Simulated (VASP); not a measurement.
# AlNi (Cmmm) in VASP: relaxation of cell and atoms with LDA

Aim: the relaxation of cell and atoms of AlNi with LDA.

Everything below comes from runs of VASP 6.6.1. Logs are shortened: lines on timing, memory, paths and dates and some standing lists are left out, and cuts for length are marked.

## Step 1: The cell of the first run

The structure is orthorhombic, space group Cmmm (No. 65). Conventional cell: a = 3.877 Å, b = 3.906 Å, c = 3.099 Å, α = 90.00°, β = 90.00°, γ = 90.00°. Within 3.3 Å of Al (site symmetry mmm) lie 8 Ni at 2.48 to 2.49 Å and 6 Al at 2.75 to 3.10 Å. Within 3.3 Å of Ni (site symmetry mmm) lie 8 Al at 2.48 to 2.49 Å and 6 Ni at 2.75 to 3.10 Å.

## Step 2: Relaxation of cell and atoms, LDA

Contents of INCAR:

```
SYSTEM = AlNi
ALGO = Fast
EDIFF = 1E-6
EDIFFG = -0.01
ENCUT = 600
IBRION = 2
ISIF = 3
ISMEAR = 0
LASPH = .True.
LCHARG = .False.
LREAL = .False.
LWAVE = .False.
NELM = 60
NSW = 80
PREC = Accurate
SIGMA = 0.1
```

Contents of KPOINTS:

```
k-points
0
Gamma
  16 16 14
  0 0 0
```

Contents of POSCAR:

```
AlNi
1.0
    1.9386940000     -1.9531901500      0.0000000000
    1.9386940000      1.9531901500      0.0000000000
    0.0000000000      0.0000000000      3.0994300413
Al Ni
1 1
Direct
    0.0000000000      0.0000000000      0.0000000000
    0.5000000000      0.5000000000      0.5000000000
```

Potentials or basis: VASP PAW LDA potentials, release 64 (Al, Ni).

Launch:

```
$ cat potpaw_LDA.64/Al/POTCAR potpaw_LDA.64/Ni/POTCAR > POTCAR
$ mpirun -np 1 vasp_std > vasp.out
```

OUTCAR:

```text
SYSTEM = AlNi
   EDIFF = 1E-6
   EDIFFG = -0.01
   ENCUT = 600
   IBRION = 2
   ISIF = 3
   ISMEAR = 0
   LASPH = .True.
   LREAL = .False.
   NELM = 60
   NSW = 80
   PREC = Accurate

 ion  position               nearest neighbor table
   1  0.000  0.000  0.000-   2 2.48   2 2.48   2 2.48   2 2.48   2 2.49   2 2.49   2 2.49   2 2.49

   2  0.500  0.500  0.500-   1 2.48   1 2.48   1 2.48   1 2.48   1 2.49   1 2.49   1 2.49   1 2.49

  LATTYP: Found a base centered orthorhombic cell.
 ALAT       =     3.8773880000
 B/A-ratio  =     1.0074772759
 C/A-ratio  =     0.7993603017

  Lattice vectors:

 A1 = (   1.9386940000,  -1.9531901500,   0.0000000000)
 A2 = (   1.9386940000,   1.9531901500,   0.0000000000)
 A3 = (   0.0000000000,   0.0000000000,   3.0994300413)

Analysis of symmetry for initial positions (statically):
=====================================================================
 Subroutine PRICEL returns:
 Original cell was already a primitive cell.

 Routine SETGRP: Setting up the symmetry group for a
 base centered orthorhombic supercell.

 Subroutine GETGRP returns: Found  8 space group operations
 (whereof  8 operations were pure point group operations)
 out of a pool of  8 trial point group operations.

The static configuration has the point symmetry D_2h.

Analysis of symmetry for dynamics (positions and initial velocities):
=====================================================================
 Subroutine PRICEL returns:
 Original cell was already a primitive cell.

 Routine SETGRP: Setting up the symmetry group for a
 base centered orthorhombic supercell.

 Subroutine GETGRP returns: Found  8 space group operations
 (whereof  8 operations were pure point group operations)
 out of a pool of  8 trial point group operations.

The dynamic configuration has the point symmetry D_2h.

 Subroutine INISYM returns: Found  8 space group operations
 (whereof  8 operations are pure point group operations),
 and found     1 'primitive' translations

----------------------------------------------------------------------------------------

                                     Primitive cell

  volume of cell :      23.4728

  direct lattice vectors                    reciprocal lattice vectors
     1.938694000 -1.953190150  0.000000000     0.257905580 -0.255991461  0.000000000
     1.938694000  1.953190150  0.000000000     0.257905580  0.255991461  0.000000000
     0.000000000  0.000000000  3.099430041     0.000000000  0.000000000  0.322639965

  length of vectors
     2.751996764  2.751996764  3.099430041     0.363382603  0.363382603  0.322639965

  position of ions in fractional coordinates (direct lattice)
     0.000000000  0.000000000  0.000000000
     0.500000000  0.500000000  0.500000000

  ion indices of the primitive-cell ions
   primitive index   ion index
                 1           1
                 2           2

----------------------------------------------------------------------------------------

 KPOINTS: k-points

Automatic generation of k-mesh.
 Grid dimensions read from file:
 generate k-points for:   16   16   14

 Generating k-lattice:

  Cartesian coordinates                     Fractional coordinates (reciprocal lattice)
     0.016119099 -0.015999466  0.000000000     0.062500000  0.000000000  0.000000000
     0.016119099  0.015999466  0.000000000     0.000000000  0.062500000  0.000000000
     0.000000000  0.000000000  0.023045712     0.000000000  0.000000000  0.071428571

  Length of vectors
     0.022711413  0.022711413  0.023045712

  Shift w.r.t. Gamma in fractional coordinates (k-lattice)
     0.000000000  0.000000000  0.000000000

 Subroutine IBZKPT returns following result:
 ===========================================

 Found    584 irreducible k-points:

 Following reciprocal coordinates:
            Coordinates               Weight
  0.000000  0.000000  0.000000      1.000000
  0.062500  0.000000  0.000000      4.000000
  0.125000  0.000000  0.000000      4.000000
  0.187500  0.000000  0.000000      4.000000
  0.250000  0.000000  0.000000      4.000000
  0.312500 -0.000000  0.000000      4.000000
[... 16 lines left out ...]
 -0.125000  0.062500  0.000000      4.000000
 -0.062500  0.062500  0.000000      2.000000
 [... further k-points ...]
   k-points           NKPTS =    584   k-points in BZ     NKDIM =    584   number of bands    NBANDS=     10
   number of dos      NEDOS =    301   number of ions     NIONS =      2
   total plane-waves  NPLWV =  16128
   dimension x,y,z NGX =    24 NGY =   24 NGZ =   28
   dimension x,y,z NGXF=    48 NGYF=   48 NGZF=   56
   ions per type =               1   1
   NGX,Y,Z   is equivalent  to a cutoff of  14.50, 14.50, 15.02 a.u.
   NGXF,Y,Z  is equivalent  to a cutoff of  29.00, 29.00, 30.04 a.u.
 SYSTEM =  AlNi
   PREC   = accura    normal or accurate (medium, high low for compatibility)
   ISTART =      0    job   : 0-new  1-cont  2-samecut
   ICHARG =      2    charge: 1-file 2-atom 10-const
   ISPIN  =      1    spin polarized calculation?
   LNONCOLLINEAR =      F non collinear calculations
   LSORBIT =      F    spin-orbit coupling
   LASPH  =      T    aspherical Exc in radial PAW
   ENCUT  =  600.0 eV  44.10 Ry    6.64 a.u.   5.50  5.50  6.19*2*pi/ulx,y,z
   NELM   =     60;   NELMIN=  2; NELMDL= -5     # of ELM steps
   EDIFF  = 0.1E-05   stopping-criterion for ELM
   LREAL  =      F    real-space projection
   EDIFFG = -.1E-01   stopping-criterion for IOM
   NSW    =     80    number of steps for IOM
   IBRION =      2    ionic relax: 0-MD 1-quasi-New 2-CG
   NFREE  =      1    steps in history (QN), initial steepest desc. (CG)
   ISIF   =      3    stress and relaxation
   ISYM   =      2    0-nonsym 1-usesym 2-fastsym
   POTIM  = 0.5000    time-step for ionic-motion
   TEBEG  =    0.0;   TEEND  =   0.0 temperature during run
   PSTRESS=    0.0 pullay stress
   NELECT =      13.0000    total number of electrons
   NUPDOWN=      -1.0000    fix difference up-down
   EMIN   =  10.00;   EMAX   =-10.00  energy-range for DOS
   EFERMI =   0.00;   METHOD = LEGACY
   ISMEAR =     0;   SIGMA  =   0.10  broadening in eV -4-tet -1-fermi 0-gaus
   EFERMI_NEDOS =   21; number of points for ismear=-14 and -15
   IALGO  =     68    algorithm
   IMIX   =      4    mixing-type and parameters
     AMIX     =   0.40;   BMIX     =  1.00
     AMIX_MAG =   1.60;   BMIX_MAG =  1.00
  volume/ion in A,a.u.               =      11.74        79.20
  Fermi-wavevector in a.u.,A,eV,Ry     =   1.344417  2.540580 24.591955  1.807458
  Thomas-Fermi vector in A             =   2.472413
   LORBIT       =      0    0 simple, 1 ext, 2 COOP (PROOUT), +10 PAW based schemes
   GGA     = CA    functional components
   LHFCALC =     F    Hartree Fock is set to
   AEXX    =    0.0000 exact exchange contribution
   IVDW    =     0    specifies the selected vdW correction
   LEPSILON=     F    determine dielectric tensor
   LRPA    =     F    only Hartree local field effects (RPA)
 conjugate gradient relaxation of ions
 non-spin polarized calculation
 RMM-DIIS sequential band-by-band and
 Gauss-broadening in eV      SIGMA  =   0.10
  energy-cutoff  :      600.00
  volume of cell :       23.47
 maximum number of plane-waves:       805
 NGX is ok and might be reduce to    24
   NGX = 11   NGY = 11   NGZ = 13

--------------------------------------- Ionic step        1  -------------------------------------------

 number of electron      13.0000001 magnetization

 Free energy of the ion-electron system (eV)
  ---------------------------------------------------
  ext. energy  EPLUGINS =         0.00000000
  ---------------------------------------------------
  free energy    TOTEN  =       -12.14180345 eV

  energy without entropy =      -12.13681929  energy(sigma->0) =      -12.13931137

------------------------ aborting loop because EDIFF is reached ----------------------------------------

  FORCE on cell =-STRESS in cart. coord.  units (eV):
  Direction    XX          YY          ZZ          XY          YZ          ZX
  --------------------------------------------------------------------------------------
  -------------------------------------------------------------------------------------
  Total       -0.2724551     -0.4836743     -1.3898968      0.0000000      0.0000000      0.0000000
  in kB      -18.5968732    -33.0139833    -94.8696956      0.0000000      0.0000000      0.0000000
  external PRESSURE =     -48.8268507 kB  Pullay stress =       0.0000000 kB
[... 89 lines left out ...]
  FREE ENERGIE OF THE ION-ELECTRON SYSTEM (eV)
  ---------------------------------------------------
  free  energy   TOTEN  =       -12.1626574179 eV

  energy  without entropy=      -12.1578869284  energy(sigma->0) =      -12.16027217

[... ionic steps 4 to 10 ...]

--------------------------------------- Ionic step       11  -------------------------------------------

 number of electron      13.0000000 magnetization

------------------------ aborting loop because EDIFF is reached ----------------------------------------

  FORCE on cell =-STRESS in cart. coord.  units (eV):
  Direction    XX          YY          ZZ          XY          YZ          ZX
  --------------------------------------------------------------------------------------
  -------------------------------------------------------------------------------------
  Total       -0.0997406      0.0188782     -0.0460756     -0.0000000      0.0000000      0.0000000
  in kB       -7.0028979      1.3254599     -3.2350216     -0.0000000      0.0000000      0.0000000
  external PRESSURE =      -2.9708199 kB  Pullay stress =       0.0000000 kB
[... 57 lines left out ...]
  energy  without entropy=      -12.1956564736  energy(sigma->0) =      -12.19734704

--------------------------------------- Ionic step       13  -------------------------------------------

 number of electron      12.9999999 magnetization

 Free energy of the ion-electron system (eV)
  ---------------------------------------------------
  ext. energy  EPLUGINS =         0.00000000
  ---------------------------------------------------
  free energy    TOTEN  =       -12.19904792 eV

  energy without entropy =      -12.19566687  energy(sigma->0) =      -12.19735740

 E-fermi :  10.4073     XC(G=0): -12.5424

 val. band max:       10.3886551388   @ k =  -0.2500   0.0625   0.3571
 cond. band min:      10.4217456416   @ k =  -0.4375   0.3125   0.5000
 fundamental gap:      0.0330905028
 Fermi energy:        10.4072903309

 k-point     1 :       0.0000    0.0000    0.0000
  band No.  band energies     occupation
      1      -1.0304      2.00000
      2       6.9285      2.00000
      3       6.9298      2.00000
      4       8.7454      2.00000
      5       8.7468      2.00000
      6       8.7575      2.00000
      7      15.9923      0.00000
      8      16.1488      0.00000
      9      16.1520      0.00000
     10      18.7818      0.00000
[... 287 lines left out ...]
 k-point    24 :      -0.0625    0.0625    0.0000
  band No.  band energies     occupation
      1      -0.8813      2.00000
      2       6.9364      2.00000
      3       6.9539      2.00000
      4       8.6886      2.00000
      5       8.7079      2.00000
      6       8.7234      2.00000
      7      15.2623      0.00000
      8      15.6104      0.00000
      9      16.1903      0.00000
     10      19.1577      0.00000

 [... further k-points ...]

------------------------ aborting loop because EDIFF is reached ----------------------------------------

  FORCE on cell =-STRESS in cart. coord.  units (eV):
  Direction    XX          YY          ZZ          XY          YZ          ZX
  --------------------------------------------------------------------------------------
  -------------------------------------------------------------------------------------
  Total        0.0188216     -0.0000470      0.0063334      0.0000000      0.0000000      0.0000000
  in kB        1.3248803     -0.0033054      0.4458135      0.0000000      0.0000000      0.0000000
  external PRESSURE =       0.5891294 kB  Pullay stress =       0.0000000 kB
[... 17 lines left out ...]
  FREE ENERGIE OF THE ION-ELECTRON SYSTEM (eV)
  ---------------------------------------------------
  free  energy   TOTEN  =       -12.1990479218 eV

  energy  without entropy=      -12.1956668750  energy(sigma->0) =      -12.19735740

 reached required accuracy - stopping structural energy minimisation
```

It took 6.4 min on 1 thread of Intel Xeon 6975P-C (Granite Rapids), shared host; peak memory 0.34 GiB.

Results:

| Item | Value |
| --- | --- |
| Free energy | -12.1990 eV |
| Relaxed volume | 11.38 Å³/atom |
| Relaxed cell | a = 2.830 Å, b = 2.830 Å, c = 2.842 Å, α = 90.00°, β = 90.00°, γ = 90.03° |
| Space group after relaxing (to 0.1 Å) | Pm-3m (No. 221) |
| Energy gained by relaxing | 28.6 meV/atom |
| Ionic steps | 13 |
| Pressure after relaxing | 0.1 GPa |
| Band gap on the k mesh | zero (an odd number of electrons rules out a gap without spin polarisation) |

Step by step:
```tsv
step	energy change (eV)	largest force (eV/Å)	pressure (GPa)	volume (Å³)
1	0.0000	0.0000	-4.88	23.47
2	-0.0186	0.0000	4.79	22.27
3	-0.0209	0.0000	2.12	22.56
4	-0.0378	0.0000	2.04	22.60
5	-0.0522	0.0000	1.30	22.63
6	-0.0559	0.0000	1.19	22.64
7	-0.0559	0.0000	1.05	22.64
8	-0.0561	0.0000	-1.72	22.97
9	-0.0571	0.0000	-0.19	22.81
10	-0.0571	0.0000	-0.46	22.83
11	-0.0571	0.0000	-0.30	22.82
12	-0.0572	0.0000	0.00	22.75
13	-0.0572	0.0000	0.06	22.76
```

Final structure:
```xyz
2
Lattice="2.0006 -2.0015 0.0000 2.0006 2.0015 0.0000 0.0000 0.0000 2.8421" Properties=species:S:1:pos:R:3 pbc="T T T"
Al    0.0000    0.0000    0.0000
Ni    2.0006    0.0000    1.4211
```

The gap in the log of VASP goes by the Fermi energy; the results here count the filled bands.